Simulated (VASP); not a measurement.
# BaO (Fm-3m) in VASP: single point with PBEsol

Aim: the single point of BaO with PBEsol.

Everything below comes from runs of VASP 6.6.1. Logs are shortened: lines on timing, memory, paths and dates and some standing lists are left out, and cuts for length are marked.

### Step 1. The cell of the first run

Symmetry: Fm-3m, No. 225, cubic system. Conventional cell: a = 5.500 Å, b = 5.500 Å, c = 5.500 Å, α = 90.00°, β = 90.00°, γ = 90.00°. Within 3.6 Å of Ba (site symmetry m-3m) lie 6 O at 2.75 Å. Within 3.6 Å of O (site symmetry m-3m) lie 6 Ba at 2.75 Å.

### Step 2. Single point, PBEsol

INCAR reads:

```
PREC = Accurate
ENCUT = 600
EDIFF = 1E-6
ISMEAR = 0
SIGMA = 0.01
LREAL = F
LASPH = T
NELM = 120
ALGO = Normal
ISIF = 2
LWAVE = F
LCHARG = T
GGA = PS
LELF = T
LVHAR = T
NBANDS = 15
GGA_COMPAT = F
```

KPOINTS reads:

```
regular mesh
0
Gamma
  5 5 5
```

POSCAR reads:

```
BaO
1.0
    0.0000000000      2.7500000000      2.7500000000
    2.7500000000      0.0000000000      2.7500000000
    2.7500000000      2.7500000000      0.0000000000
Ba O
1 1
Direct
    0.0000000000      0.0000000000      0.0000000000
    0.5000000000      0.5000000000      0.5000000000
```

Potentials or basis: VASP PAW PBE potentials, release 64 (Ba_sv, O).

Run with:

```
> cat potpaw_PBE.64/Ba_sv/POTCAR potpaw_PBE.64/O/POTCAR > POTCAR
> mpirun -np 1 vasp_std > vasp.out
```

OUTCAR:

```text
PREC = Accurate
   ENCUT = 600
   EDIFF = 1E-6
   ISMEAR = 0
   LREAL = F
   LASPH = T
   NELM = 120
   ISIF = 2
   GGA = PS

 ion  position               nearest neighbor table
   1  0.000  0.000  0.000-   2 2.75   2 2.75   2 2.75   2 2.75   2 2.75   2 2.75
   2  0.500  0.500  0.500-   1 2.75   1 2.75   1 2.75   1 2.75   1 2.75   1 2.75

  LATTYP: Found a face centered cubic cell.
 ALAT       =     5.5000000000

  Lattice vectors:

 A1 = (   0.0000000000,   2.7500000000,   2.7500000000)
 A2 = (   2.7500000000,   0.0000000000,   2.7500000000)
 A3 = (   2.7500000000,   2.7500000000,   0.0000000000)

Analysis of symmetry for initial positions (statically):
=====================================================================
 Subroutine PRICEL returns:
 Original cell was already a primitive cell.

 Routine SETGRP: Setting up the symmetry group for a
 face centered cubic supercell.

 Subroutine GETGRP returns: Found 48 space group operations
 (whereof 48 operations were pure point group operations)
 out of a pool of 48 trial point group operations.

The static configuration has the point symmetry O_h .

Analysis of symmetry for dynamics (positions and initial velocities):
=====================================================================
 Subroutine PRICEL returns:
 Original cell was already a primitive cell.

 Routine SETGRP: Setting up the symmetry group for a
 face centered cubic supercell.

 Subroutine GETGRP returns: Found 48 space group operations
 (whereof 48 operations were pure point group operations)
 out of a pool of 48 trial point group operations.

The dynamic configuration has the point symmetry O_h .

 Subroutine INISYM returns: Found 48 space group operations
 (whereof 48 operations are pure point group operations),
 and found     1 'primitive' translations

----------------------------------------------------------------------------------------

                                     Primitive cell

  volume of cell :      41.5938

  direct lattice vectors                    reciprocal lattice vectors
     0.000000000  2.750000000  2.750000000    -0.181818182  0.181818182  0.181818182
     2.750000000  0.000000000  2.750000000     0.181818182 -0.181818182  0.181818182
     2.750000000  2.750000000  0.000000000     0.181818182  0.181818182 -0.181818182

  length of vectors
     3.889087297  3.889087297  3.889087297     0.314918329  0.314918329  0.314918329

  position of ions in fractional coordinates (direct lattice)
     0.000000000  0.000000000  0.000000000
     0.500000000  0.500000000  0.500000000

  ion indices of the primitive-cell ions
   primitive index   ion index
                 1           1
                 2           2

----------------------------------------------------------------------------------------

 KPOINTS: regular mesh

Automatic generation of k-mesh.
 Grid dimensions read from file:
 generate k-points for:    5    5    5

 Generating k-lattice:

  Cartesian coordinates                     Fractional coordinates (reciprocal lattice)
    -0.036363636  0.036363636  0.036363636     0.200000000  0.000000000  0.000000000
     0.036363636 -0.036363636  0.036363636     0.000000000  0.200000000  0.000000000
     0.036363636  0.036363636 -0.036363636     0.000000000  0.000000000  0.200000000

  Length of vectors
     0.062983666  0.062983666  0.062983666

  Shift w.r.t. Gamma in fractional coordinates (k-lattice)
     0.000000000  0.000000000  0.000000000

 Subroutine IBZKPT returns following result:
 ===========================================

 Found     10 irreducible k-points:

 Following reciprocal coordinates:
            Coordinates               Weight
  0.000000  0.000000  0.000000      1.000000
  0.200000  0.000000  0.000000      8.000000
  0.400000  0.000000  0.000000      8.000000
  0.200000  0.200000  0.000000      6.000000
  0.400000  0.200000  0.000000     24.000000
 -0.400000  0.200000  0.000000     24.000000
 -0.200000  0.200000  0.000000     12.000000
  0.400000  0.400000  0.000000      6.000000
 -0.400000  0.400000  0.000000     12.000000
 -0.400000  0.400000  0.200000     24.000000
   k-points           NKPTS =     10   k-points in BZ     NKDIM =     10   number of bands    NBANDS=     15
   number of dos      NEDOS =    301   number of ions     NIONS =      2
   total plane-waves  NPLWV =  32768
   dimension x,y,z NGX =    32 NGY =   32 NGZ =   32
   dimension x,y,z NGXF=    64 NGYF=   64 NGZF=   64
   ions per type =               1   1
   NGX,Y,Z   is equivalent  to a cutoff of  13.68, 13.68, 13.68 a.u.
   NGXF,Y,Z  is equivalent  to a cutoff of  27.36, 27.36, 27.36 a.u.
 SYSTEM =  unknown system
   PREC   = accura    normal or accurate (medium, high low for compatibility)
   ISTART =      0    job   : 0-new  1-cont  2-samecut
   ICHARG =      2    charge: 1-file 2-atom 10-const
   ISPIN  =      1    spin polarized calculation?
   LNONCOLLINEAR =      F non collinear calculations
   LSORBIT =      F    spin-orbit coupling
   LASPH  =      T    aspherical Exc in radial PAW
   ENCUT  =  600.0 eV  44.10 Ry    6.64 a.u.   7.77  7.77  7.77*2*pi/ulx,y,z
   NELM   =    120;   NELMIN=  2; NELMDL= -5     # of ELM steps
   EDIFF  = 0.1E-05   stopping-criterion for ELM
   LREAL  =      F    real-space projection
   EDIFFG = 0.1E-04   stopping-criterion for IOM
   NSW    =      0    number of steps for IOM
   IBRION =     -1    ionic relax: 0-MD 1-quasi-New 2-CG
   NFREE  =      0    steps in history (QN), initial steepest desc. (CG)
   ISIF   =      2    stress and relaxation
   ISYM   =      2    0-nonsym 1-usesym 2-fastsym
   POTIM  = 0.5000    time-step for ionic-motion
   TEBEG  =    0.0;   TEEND  =   0.0 temperature during run
   PSTRESS=    0.0 pullay stress
   NELECT =      16.0000    total number of electrons
   NUPDOWN=      -1.0000    fix difference up-down
   EMIN   =  10.00;   EMAX   =-10.00  energy-range for DOS
   EFERMI =   0.00;   METHOD = LEGACY
   ISMEAR =     0;   SIGMA  =   0.01  broadening in eV -4-tet -1-fermi 0-gaus
   EFERMI_NEDOS =   21; number of points for ismear=-14 and -15
   IALGO  =     38    algorithm
   IMIX   =      4    mixing-type and parameters
     AMIX     =   0.40;   BMIX     =  1.00
     AMIX_MAG =   1.60;   BMIX_MAG =  1.00
  volume/ion in A,a.u.               =      20.80       140.34
  Fermi-wavevector in a.u.,A,eV,Ry     =   1.190617  2.249940 19.287200  1.417569
  Thomas-Fermi vector in A             =   2.326698
   LORBIT       =      0    0 simple, 1 ext, 2 COOP (PROOUT), +10 PAW based schemes
   GGA     = PS    functional components
   LHFCALC =     F    Hartree Fock is set to
   AEXX    =    0.0000 exact exchange contribution
   IVDW    =     0    specifies the selected vdW correction
   LEPSILON=     F    determine dielectric tensor
   LRPA    =     F    only Hartree local field effects (RPA)
 non-spin polarized calculation
 Gauss-broadening in eV      SIGMA  =   0.01
  energy-cutoff  :      600.00
  volume of cell :       41.59
 maximum number of plane-waves:      1411
   NGX = 15   NGY = 15   NGZ = 15

 number of electron      15.9999997 magnetization

 Free energy of the ion-electron system (eV)
  ---------------------------------------------------
  ext. energy  EPLUGINS =         0.00000000
  ---------------------------------------------------
  free energy    TOTEN  =       -12.39675839 eV

  energy without entropy =      -12.39675839  energy(sigma->0) =      -12.39675839

 E-fermi :   1.9077     XC(G=0):  -9.9531

 val. band max:        1.7540561313   @ k =  -0.4000   0.4000   0.0000
 cond. band min:       3.8201836368   @ k =   0.4000   0.4000   0.0000
 fundamental gap:      2.0661275055
 Fermi energy:         1.9077341218

 k-point     1 :       0.0000    0.0000    0.0000
  band No.  band energies     occupation
      1     -23.9910      2.00000
      2     -13.1355      2.00000
      3      -8.4369      2.00000
      4      -8.4369      2.00000
      5      -8.4369      2.00000
      6       1.4480      2.00000
      7       1.4480      2.00000
      8       1.4480      2.00000
      9       5.3103      0.00000
     10       6.4738      0.00000
     11       6.4738      0.00000
     12       6.4738      0.00000
     13       8.8159      0.00000
     14       8.8159      0.00000
     15      11.6227      0.00000

 k-point     2 :       0.2000    0.0000    0.0000
  band No.  band energies     occupation
      1     -23.8951      2.00000
      2     -13.4114      2.00000
      3      -8.5236      2.00000
      4      -8.4823      2.00000
      5      -8.4823      2.00000
      6       0.6991      2.00000
      7       0.9741      2.00000
      8       0.9741      2.00000
      9       6.1942      0.00000
     10       6.9297      0.00000
     11       7.2149      0.00000
     12       7.2149      0.00000
     13       9.8049      0.00000
     14       9.8049      0.00000
     15      13.8894      0.00000

 k-point     3 :       0.4000    0.0000    0.0000
  band No.  band energies     occupation
      1     -23.7320      2.00000
      2     -13.8598      2.00000
      3      -8.6454      2.00000
      4      -8.5523      2.00000
      5      -8.5523      2.00000
      6      -0.1603      2.00000
      7       0.3482      2.00000
      8       0.3482      2.00000
      9       6.5933      0.00000
     10       8.7429      0.00000
     11       8.7429      0.00000
     12       9.4916      0.00000
     13      11.8358      0.00000
     14      11.8358      0.00000
     15      15.8182      0.00000
[... 91 lines left out ...]
 k-point     9 :      -0.4000    0.4000    0.0000
  band No.  band energies     occupation
      1     -23.6266      2.00000
      2     -13.4915      2.00000
      3      -9.8861      2.00000
      4      -8.9820      2.00000
      5      -8.9569      2.00000
      6       1.0739      2.00000
      7       1.2312      2.00000
      8       1.7541      2.00000
      9       4.6555      0.00000
     10       8.6267      0.00000
     11       8.9179      0.00000
     12      10.9552      0.00000
     13      11.3225      0.00000
     14      13.8876      0.00000
     15      14.4383      0.00000

 k-point    10 :      -0.4000    0.4000    0.2000
  band No.  band energies     occupation
      1     -23.6436      2.00000
      2     -13.6024      2.00000
      3      -9.4571      2.00000
      4      -9.3747      2.00000
      5      -8.5536      2.00000
      6       0.4500      2.00000
      7       1.2299      2.00000
      8       1.5473      2.00000
      9       5.6366      0.00000
     10       7.4876      0.00000
     11       8.9573      0.00000
     12      10.8386      0.00000
     13      11.5708      0.00000
     14      13.6527      0.00000
     15      14.7869      0.00000

------------------------ aborting loop because EDIFF is reached ----------------------------------------

  FORCE on cell =-STRESS in cart. coord.  units (eV):
  Direction    XX          YY          ZZ          XY          YZ          ZX
  --------------------------------------------------------------------------------------
  -------------------------------------------------------------------------------------
  Total        0.3562487      0.3562487      0.3562487      0.0000000      0.0000000     -0.0000000
  in kB       13.7225790     13.7225790     13.7225790      0.0000000      0.0000000     -0.0000000
  external PRESSURE =      13.7225790 kB  Pullay stress =       0.0000000 kB

 VOLUME and BASIS-vectors are now :
 -----------------------------------------------------------------------------
  energy-cutoff  :      600.00
  volume of cell :       41.59
      direct lattice vectors                 reciprocal lattice vectors
     0.000000000  2.750000000  2.750000000    -0.181818182  0.181818182  0.181818182
     2.750000000  0.000000000  2.750000000     0.181818182 -0.181818182  0.181818182
     2.750000000  2.750000000  0.000000000     0.181818182  0.181818182 -0.181818182

 POSITION                                       TOTAL-FORCE (eV/Angst)
 -----------------------------------------------------------------------------------
      0.00000      0.00000      0.00000         0.000000      0.000000     -0.000000
      2.75000      2.75000      2.75000        -0.000000     -0.000000      0.000000
 -----------------------------------------------------------------------------------
    total drift:                                0.000000     -0.000000      0.000000

  FREE ENERGIE OF THE ION-ELECTRON SYSTEM (eV)
  ---------------------------------------------------
  free  energy   TOTEN  =       -12.3967583858 eV

  energy  without entropy=      -12.3967583858  energy(sigma->0) =      -12.39675839
```

Run time: 4 s. Hardware: 1 thread of Intel Xeon 6975P-C (Granite Rapids), shared host; peak memory 0.17 GiB.

Results:

- Free energy: -12.3968 eV
- Pressure: 1.4 GPa
- Band gap on the k mesh: 2.07 eV, indirect (least direct gap 2.21 eV)

Levels at points of the mesh, in eV from the valence-band top:
```csv
k point,band 5,band 6,band 7,band 8,band 9,band 10,band 11,band 12
"(0.00, 0.00, 0.00)",-10.19,-0.31,-0.31,-0.31,3.56,4.72,4.72,4.72
```

Caveat: the PAW data sets were made with another functional, which shifts forces and pressure a little; spin-orbit coupling is left out, which moves the levels of the heavy elements.
